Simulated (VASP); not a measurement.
Here is a VASP 6.6.1 calculation.

Contents of INCAR:

```
PREC     = Accurate       # precision mode
ENCUT    = 520            # plane-wave cutoff, eV
EDIFF    = 1E-7           # SCF threshold, eV
ISMEAR   = -1             # smearing method
SIGMA    = 0.1            # smearing width, eV
LREAL    = F              # projectors in reciprocal space
LASPH    = T              # aspherical terms in the spheres
NELM     = 100            # most SCF steps
ALGO     = Normal         # electronic algorithm
ISIF     = 2              # what is computed and relaxed
LWAVE    = F              # write WAVECAR
LCHARG   = F              # write CHGCAR
GGA      = PE             # functional
NBANDS   = 12             # bands
```

Contents of KPOINTS:

```
regular mesh
0
Gamma
  19 19 19
```

File POSCAR:

```
Zn
1.0
   -1.4847707124      1.4847707124      1.4847707124
    1.4847707124     -1.4847707124      1.4847707124
    1.4847707124      1.4847707124     -1.4847707124
Zn
1
Direct
    0.0000000000      0.0000000000      0.0000000000
```

Potentials or basis: VASP PAW PBE potentials, release 64 (Zn).

Run with:

```console
$ cat potpaw_PBE.64/Zn/POTCAR > POTCAR
$ mpirun -np 1 vasp_std > vasp.out
```

Q: Estimate the pressure.

A: 16.6 GPa.

Q: Predict the band gap on the k mesh.

A: Zero (band 6 reaches 8.40 eV, above the bottom of band 7 at 3.76 eV).
